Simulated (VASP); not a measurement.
A run of VASP 6.6.1 is set up as follows.

Contents of INCAR:

```
SYSTEM = KBr
  ALGO = Normal
  EDIFF = 1E-7
  ENCUT = 520
  ISIF = 2
  ISMEAR = 0
  LASPH = .True.
  LCHARG = .False.
  LREAL = .False.
  LWAVE = .False.
  NBANDS = 15
  NELM = 80
  PREC = Accurate
  SIGMA = 0.01
```

The input KPOINTS:

```
k-points
0
Gamma
  6 6 6
  0 0 0
```

The input POSCAR:

```
KBr
1.0
   -0.0159377666      3.1795844290      3.1795844290
    3.1795844290     -0.0159377666      3.1795844290
    3.1795844290      3.1795844290     -0.0159377666
K Br
1 1
Direct
    0.0000000000      0.0000000000      0.0000000000
    0.5000000000      0.5000000000      0.5000000000
```

Potentials or basis: VASP PAW LDA potentials, release 64 (K_sv, Br).

Launch:

```bash
$ cat potpaw_LDA.64/K_sv/POTCAR potpaw_LDA.64/Br/POTCAR > POTCAR
$ mpirun -np 1 vasp_std > vasp.out
```

(1) What does it give for the band gap on the k mesh?

(2) Estimate the pressure.

Answers

(1) 4.31 eV, direct.

(2) 0.1 GPa.

Caveat: the cell differs from its parent crystal (equal xy, yz and zx engineering shears of -0.5 %).
